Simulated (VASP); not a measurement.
# Ti (Im-3m) in VASP: a series of runs

The runs below take Ti through relaxation of cell and atoms, with PBEsol.

Program: VASP 6.6.1. These are calculated values, not measurements. Logs are shortened: lines on timing, memory, paths and dates and some standing lists are left out, and cuts for length are marked.

## (1) The cell of the first run

It takes space group Im-3m (No. 229, cubic). Conventional cell: a = 3.282 Å, b = 3.282 Å, c = 3.282 Å, α = 90.00°, β = 90.00°, γ = 90.00°. Within 3.7 Å of Ti (site symmetry m-3m) lie 14 Ti at 2.84 to 3.28 Å.

## (2) Relaxation of cell and atoms, PBEsol

Contents of INCAR:

```
PREC     = Accurate       # precision mode
ENCUT    = 600            # plane-wave cutoff, eV
EDIFF    = 1E-6           # SCF threshold, eV
ISMEAR   = -1             # smearing method
SIGMA    = 0.05           # smearing width, eV
LREAL    = False          # projectors in reciprocal space
LASPH    = True           # aspherical terms in the spheres
NELM     = 100            # most SCF steps
ALGO     = Normal         # electronic algorithm
ISIF     = 3              # what is computed and relaxed
LWAVE    = False          # write WAVECAR
LCHARG   = False          # write CHGCAR
GGA      = PS             # functional
IBRION   = 2              # ionic algorithm
NSW      = 80             # ionic steps
EDIFFG   = -0.03          # ionic threshold
```

Contents of KPOINTS:

```
Automatic mesh
0
Gamma
  7 7 7
```

Contents of POSCAR:

```
Ti
1.0
   -1.6410000000      1.6410000000      1.6410000000
    1.6410000000     -1.6410000000      1.6410000000
    1.6410000000      1.6410000000     -1.6410000000
Ti
1
Direct
    0.0000000000      0.0000000000      0.0000000000
```

Potentials or basis: VASP PAW PBE potentials, release 64 (Ti_sv).

The run is started by

```console
cat potpaw_PBE.64/Ti_sv/POTCAR > POTCAR
mpirun -np 1 vasp_std > vasp.out
```

OUTCAR:

```text
PREC = Accurate
   ENCUT = 600
   EDIFF = 1E-6
   ISMEAR = -1
   LREAL = False
   LASPH = True
   NELM = 100
   ISIF = 3
   GGA = PS
   IBRION = 2
   NSW = 80
   EDIFFG = -0.03

 ion  position               nearest neighbor table
   1  0.000  0.000  0.000-

  LATTYP: Found a body centered cubic cell.
 ALAT       =     3.2820000000

  Lattice vectors:

 A1 = (  -1.6410000000,   1.6410000000,   1.6410000000)
 A2 = (   1.6410000000,  -1.6410000000,   1.6410000000)
 A3 = (   1.6410000000,   1.6410000000,  -1.6410000000)

Analysis of symmetry for initial positions (statically):
=====================================================================
 Subroutine PRICEL returns:
 Original cell was already a primitive cell.

 Routine SETGRP: Setting up the symmetry group for a
 body centered cubic supercell.

 Subroutine GETGRP returns: Found 48 space group operations
 (whereof 48 operations were pure point group operations)
 out of a pool of 48 trial point group operations.

The static configuration has the point symmetry O_h .

Analysis of symmetry for dynamics (positions and initial velocities):
=====================================================================
 Subroutine PRICEL returns:
 Original cell was already a primitive cell.

 Routine SETGRP: Setting up the symmetry group for a
 body centered cubic supercell.

 Subroutine GETGRP returns: Found 48 space group operations
 (whereof 48 operations were pure point group operations)
 out of a pool of 48 trial point group operations.

The dynamic configuration has the point symmetry O_h .

 Subroutine INISYM returns: Found 48 space group operations
 (whereof 48 operations are pure point group operations),
 and found     1 'primitive' translations

----------------------------------------------------------------------------------------

                                     Primitive cell

  volume of cell :      17.6761

  direct lattice vectors                    reciprocal lattice vectors
    -1.641000000  1.641000000  1.641000000     0.000000000  0.304692261  0.304692261
     1.641000000 -1.641000000  1.641000000     0.304692261  0.000000000  0.304692261
     1.641000000  1.641000000 -1.641000000     0.304692261  0.304692261  0.000000000

  length of vectors
     2.842295375  2.842295375  2.842295375     0.430899928  0.430899928  0.430899928

  position of ions in fractional coordinates (direct lattice)
     0.000000000  0.000000000  0.000000000
[... 61 lines left out ...]
 SYSTEM =  unknown system
   PREC   = accura    normal or accurate (medium, high low for compatibility)
   ISTART =      0    job   : 0-new  1-cont  2-samecut
   ICHARG =      2    charge: 1-file 2-atom 10-const
   ISPIN  =      1    spin polarized calculation?
   LNONCOLLINEAR =      F non collinear calculations
   LSORBIT =      F    spin-orbit coupling
   LASPH  =      T    aspherical Exc in radial PAW
   ENCUT  =  600.0 eV  44.10 Ry    6.64 a.u.   5.68  5.68  5.68*2*pi/ulx,y,z
   NELM   =    100;   NELMIN=  2; NELMDL= -5     # of ELM steps
   EDIFF  = 0.1E-05   stopping-criterion for ELM
   LREAL  =      F    real-space projection
   EDIFFG = -.3E-01   stopping-criterion for IOM
   NSW    =     80    number of steps for IOM
   IBRION =      2    ionic relax: 0-MD 1-quasi-New 2-CG
   NFREE  =      1    steps in history (QN), initial steepest desc. (CG)
   ISIF   =      3    stress and relaxation
   ISYM   =      2    0-nonsym 1-usesym 2-fastsym
   POTIM  = 0.5000    time-step for ionic-motion
   TEBEG  =    0.0;   TEEND  =   0.0 temperature during run
   PSTRESS=    0.0 pullay stress
   NELECT =      12.0000    total number of electrons
   NUPDOWN=      -1.0000    fix difference up-down
   EMIN   =  10.00;   EMAX   =-10.00  energy-range for DOS
   EFERMI =   0.00;   METHOD = LEGACY
   ISMEAR =    -1;   SIGMA  =   0.05  broadening in eV -4-tet -1-fermi 0-gaus
   EFERMI_NEDOS =   21; number of points for ismear=-14 and -15
   IALGO  =     38    algorithm
   IMIX   =      4    mixing-type and parameters
     AMIX     =   0.40;   BMIX     =  1.00
     AMIX_MAG =   1.60;   BMIX_MAG =  1.00
  volume/ion in A,a.u.               =      17.68       119.28
  Fermi-wavevector in a.u.,A,eV,Ry     =   1.438821  2.718977 28.166848  2.070205
  Thomas-Fermi vector in A             =   2.557745
   LORBIT       =      0    0 simple, 1 ext, 2 COOP (PROOUT), +10 PAW based schemes
   GGA     = PS    functional components
   LHFCALC =     F    Hartree Fock is set to
   AEXX    =    0.0000 exact exchange contribution
   IVDW    =     0    specifies the selected vdW correction
   LEPSILON=     F    determine dielectric tensor
   LRPA    =     F    only Hartree local field effects (RPA)
 conjugate gradient relaxation of ions
 non-spin polarized calculation
  energy-cutoff  :      600.00
  volume of cell :       17.68
 maximum number of plane-waves:       603
   NGX = 11   NGY = 11   NGZ = 11

--------------------------------------- Ionic step        1  -------------------------------------------

 number of electron      12.0000001 magnetization

 Free energy of the ion-electron system (eV)
  ---------------------------------------------------
  ext. energy  EPLUGINS =         0.00000000
  ---------------------------------------------------
  free energy    TOTEN  =        -8.21507214 eV

  energy without entropy =       -8.19750216  energy(sigma->0) =       -8.20628715

------------------------ aborting loop because EDIFF is reached ----------------------------------------

  FORCE on cell =-STRESS in cart. coord.  units (eV):
  Direction    XX          YY          ZZ          XY          YZ          ZX
  --------------------------------------------------------------------------------------
  -------------------------------------------------------------------------------------
  Total       -0.6622606     -0.6622606     -0.6622606      0.0000000      0.0000000      0.0000000
  in kB      -60.0279850    -60.0279850    -60.0279850      0.0000000      0.0000000      0.0000000
  external PRESSURE =     -60.0279850 kB  Pullay stress =       0.0000000 kB
[... 57 lines left out ...]
--------------------------------------- Ionic step        3  -------------------------------------------

 number of electron      11.9999998 magnetization

 Free energy of the ion-electron system (eV)
  ---------------------------------------------------
  ext. energy  EPLUGINS =         0.00000000
  ---------------------------------------------------
  free energy    TOTEN  =        -8.23372475 eV

  energy without entropy =       -8.21486735  energy(sigma->0) =       -8.22429605

 E-fermi :   8.3556     XC(G=0): -11.8209

 val. band max:        8.2614245889   @ k =  -0.4286   0.4286   0.1429
 cond. band min:       8.3887292052   @ k =   0.2857   0.0000   0.0000
 fundamental gap:      0.1273046164
 Fermi energy:         8.3556131720

 k-point     1 :       0.0000    0.0000    0.0000
  band No.  band energies     occupation
      1     -47.9338      2.00000
      2     -23.8345      2.00000
      3     -23.8345      2.00000
      4     -23.8345      2.00000
      5       2.3222      2.00000
      6       9.3285      0.00000
      7       9.3285      0.00000
      8       9.3285      0.00000
      9      11.1819      0.00000
     10      11.1819      0.00000
[... 273 lines left out ...]
  FREE ENERGIE OF THE ION-ELECTRON SYSTEM (eV)
  ---------------------------------------------------
  free  energy   TOTEN  =        -8.2337247546 eV

  energy  without entropy=       -8.2148673476  energy(sigma->0) =       -8.22429605

 reached required accuracy - stopping structural energy minimisation
```

OSZICAR:

```text
N       E                     dE             d eps       ncg     rms          rms(c)
DAV:   1     0.844313878704E+02    0.84431E+02   -0.74262E+03   400   0.156E+03
DAV:   2    -0.496967151506E+01   -0.89401E+02   -0.87719E+02   408   0.337E+02
DAV:   3    -0.932138786116E+01   -0.43517E+01   -0.43092E+01   574   0.764E+01
[... 27 lines left out ...]
DAV:   5    -0.823332673987E+01   -0.74185E-02   -0.16377E-02   560   0.677E-01    0.120E-01
DAV:   6    -0.823361386292E+01   -0.28712E-03   -0.64339E-04   428   0.221E-01    0.445E-02
DAV:   7    -0.823372146060E+01   -0.10760E-03   -0.38405E-04   492   0.180E-01    0.339E-02
DAV:   8    -0.823372470352E+01   -0.32429E-05   -0.39404E-05   414   0.682E-02    0.789E-04
DAV:   9    -0.823372475460E+01   -0.51081E-07   -0.58822E-07   272   0.725E-03
   3 F= -.82337248E+01 E0= -.82242961E+01  d E =-.186526E-01
```

CONTCAR:

```text
Ti
   1.00000000000000
    -1.6109594556374138    1.6109594556374138    1.6109594556374138
     1.6109594556374138   -1.6109594556374138    1.6109594556374138
     1.6109594556374138    1.6109594556374138   -1.6109594556374138
  Ti
     1
Direct
     0.0000000000000000    0.0000000000000000    0.0000000000000000

  0.00000000E+00  0.00000000E+00  0.00000000E+00
```

It took 11 s on 1 thread of Intel Xeon 6975P-C, shared host; peak memory 0.14 GiB.

What came out:

```
Free energy                            : -8.2337 eV
Relaxed volume                         : 16.72 Å³/atom
Relaxed cell                           : a = 2.790 Å, b = 2.790 Å, c = 2.790 Å, α = 109.47°, β = 109.47°, γ = 109.47°
Space group after relaxing (to 0.05 Å) : Im-3m (No. 229)
Energy gained by relaxing              : 18.7 meV/atom
Ionic steps                            : 3
Pressure after relaxing                : 0.0 GPa
Band gap on the k mesh                 : zero (band 6 reaches 9.33 eV, above the bottom of band 7 at 7.83 eV)
```

The path:
```tsv
step	energy change (eV)	largest force (eV/Å)	pressure (GPa)	volume (Å³)
1	0.0000	0.0000	-6.00	17.68
2	-0.0077	0.0000	5.27	16.04
3	-0.0187	0.0000	-0.01	16.72
```

Final structure:
```xyz
1
Lattice="-1.6110 1.6110 1.6110 1.6110 -1.6110 1.6110 1.6110 1.6110 -1.6110" Properties=species:S:1:pos:R:3 pbc="T T T"
Ti    0.0000    0.0000    0.0000
```

Caveat: the k points lie up to 0.39 Å⁻¹ apart in the final cell; the PAW data sets were made with another functional, which shifts forces and pressure a little.

## (3) Relaxation of cell and atoms, PBEsol, target pressure 15 GPa, at which the enthalpy is minimised

Contents of INCAR:

```
SYSTEM = Ti
ALGO = Normal ; EDIFF = 1E-6
EDIFFG = -0.03 ; ENCUT = 600
GGA = PS ; IBRION = 2
ISIF = 3 ; ISMEAR = -1
LASPH = .True. ; LCHARG = .False.
LREAL = .False. ; LWAVE = .False.
NELM = 80 ; NSW = 80
PREC = Accurate ; PSTRESS = 150.0
SIGMA = 0.05
```

Contents of KPOINTS:

```
k-points
0
Gamma
  7 7 7
  0 0 0
```

POSCAR is that of step 2.

Potentials or basis: VASP PAW PBE potentials, release 64 (Ti_sv).

The run is started by

```console
cat potpaw_PBE.64/Ti_sv/POTCAR > POTCAR
mpirun -np 1 vasp_std > vasp.out
```

It took 13 s on 1 thread of Intel Xeon 6975P-C, shared host; peak memory 0.15 GiB.

It converged, with:

```yaml
Free_energy: -8.1584 eV
Relaxed_volume: 15.00 Å³/atom
Relaxed_cell: a = 2.691 Å, b = 2.691 Å, c = 2.691 Å, α = 109.47°, β = 109.47°, γ = 109.47°
Space_group_after_relaxing_to_0.05_Å: Im-3m (No. 229)
Energy_change_on_relaxing_the_enthalpy_is_what_falls: +56.7 meV/atom
Ionic_steps: 4
Pressure_after_relaxing: 15.0 GPa
Band_gap_on_the_k_mesh: zero (band 6 reaches 10.63 eV, above the bottom of band 7 at 9.05 eV)
```

Step by step:
```csv
step,energy change (eV),largest force (eV/Å),pressure (GPa),volume (Å³)
1,0.0000,0.0000,-6.00,17.68
2,0.5544,0.0000,48.88,12.39
3,0.0496,0.0000,14.23,15.08
4,0.0567,0.0000,15.02,15.00
```

Final structure:
```
Ti
1.0
    -1.55363    1.55363    1.55363
     1.55363   -1.55363    1.55363
     1.55363    1.55363   -1.55363
Ti
1
Direct
  0.00000 0.00000 0.00000
```

Levels at points of the mesh, in eV from the Fermi level:
| k point | band 2 | band 3 | band 4 | band 5 | band 6 | band 7 | band 8 | band 9 | band 10 |
| --- | --- | --- | --- | --- | --- | --- | --- | --- | --- |
| (0.00, 0.00, 0.00) | -31.84 | -31.84 | -31.84 | -6.26 | 1.04 | 1.04 | 1.04 | 3.15 | 3.15 |

Caveat: the k points lie up to 0.41 Å⁻¹ apart in the final cell; the cell is relaxed towards a set pressure, so the enthalpy falls and the energy may rise; the volume moved by over 15 % at a fixed basis, so the end points are rough; the PAW data sets were made with another functional, which shifts forces and pressure a little.
